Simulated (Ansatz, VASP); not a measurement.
One calculation of NaH, two programs

POSCAR

```
NaH
1.0
    0.0000000000      2.5709518455      2.6352071158
    2.5709518455      0.0000000000      2.6352071158
    2.5709518455      2.5709518455      0.0000000000
Na H
1 1
Direct
    0.0000000000      0.0000000000      0.0000000000
    0.2500000000      0.2500000000      0.2500000000
```

INCAR.step1

```
PREC     = Accurate       # precision mode
ENCUT    = 520            # plane-wave cutoff, eV
ISMEAR   = 0              # smearing method
SIGMA    = 0.01           # smearing width, eV
LREAL    = F              # projectors in reciprocal space
LASPH    = T              # aspherical terms in the spheres
NELM     = 80             # most SCF steps
NBANDS   = 11             # bands
GGA      = PE             # functional
ALGO     = Normal         # electronic algorithm
EDIFF    = 1E-4           # SCF threshold, eV
LWAVE    = T              # write WAVECAR
LCHARG   = F              # write CHGCAR
```

INCAR.step2

```
PREC     = Accurate       # precision mode
ENCUT    = 520            # plane-wave cutoff, eV
EDIFF    = 1E-6           # SCF threshold, eV
ISMEAR   = 0              # smearing method
SIGMA    = 0.01           # smearing width, eV
LREAL    = F              # projectors in reciprocal space
LASPH    = T              # aspherical terms in the spheres
NELM     = 80             # most SCF steps
ALGO     = Normal         # electronic algorithm
ISIF     = 2              # what is computed and relaxed
LWAVE    = F              # write WAVECAR
LCHARG   = F              # write CHGCAR
METAGGA  = R2SCAN         # meta-GGA
LMIXTAU  = T            
NBANDS   = 11             # bands
ISTART   = 1
```

File KPOINTS:

```
regular mesh
0
Gamma
  8 8 8
```

Input for Ansatz:

```yaml
crystal:
  lattice:
    - [0.0, 2.5709518455, 2.6352071158]
    - [2.5709518455, 0.0, 2.6352071158]
    - [2.5709518455, 2.5709518455, 0.0]
  atoms:
    - { symbol: Na, position: [0.0, 0.0, 0.0] }
    - { symbol: H, position: [0.25, 0.25, 0.25] }
kpoints:
  mp_grid: { grid: [8, 8, 8] }
  band_path:
    path:
      - [0.0, 0.0, 0.0]
      - [-0.5, -0.5, 0.0]
      - [-0.375, -0.375, 0.25]
      - [-0.375, 0.0, 0.375]
      - [0.0, 0.0, 0.5]
      - [-0.5, -0.25, 0.25]
    npoints: 1
hamiltonian:
  xc: r2scan
scf:
  occupations: { method: fixed }
  n_extra_bands: 4
output:
  forces: true
  stress: true
  eigenvalues: true
```

Change from the starting cell: epitaxial_xy strain -1.0%.

Alike in both runs: task single point; functional r2SCAN; k mesh 8 × 8 × 8; no spin polarisation.

|  | VASP | Ansatz |
| --- | --- | --- |
| version | VASP 6.6.1 | Ansatz 0.2.0 |
| potentials or method | VASP PAW PBE potentials, release 64 (Na_pv, H) | plane waves, PAW |
| plane-wave cutoff (eV) | 520 | 500 |
| occupations | gaussian, width 0.01 eV | fixed |
| valence electrons in the cell | 8 | 10 |

|  | VASP | Ansatz | Ansatz less VASP |
| --- | --- | --- | --- |
| gap on the k mesh at the Fermi level (eV) | 4.03 | 4.03 | -0.002 |
| pressure (GPa) | -0.1 | 0.1 | +0.15 |
| traceless stress, the component that is largest in VASP (GPa) | -0.06 | -0.09 | -0.035 |

VASP's potentials were made for PBE, not for r2SCAN. VASP's potentials hold 8 valence electrons a cell and Ansatz's 10, so a difference there can come from the potentials and not from the codes.
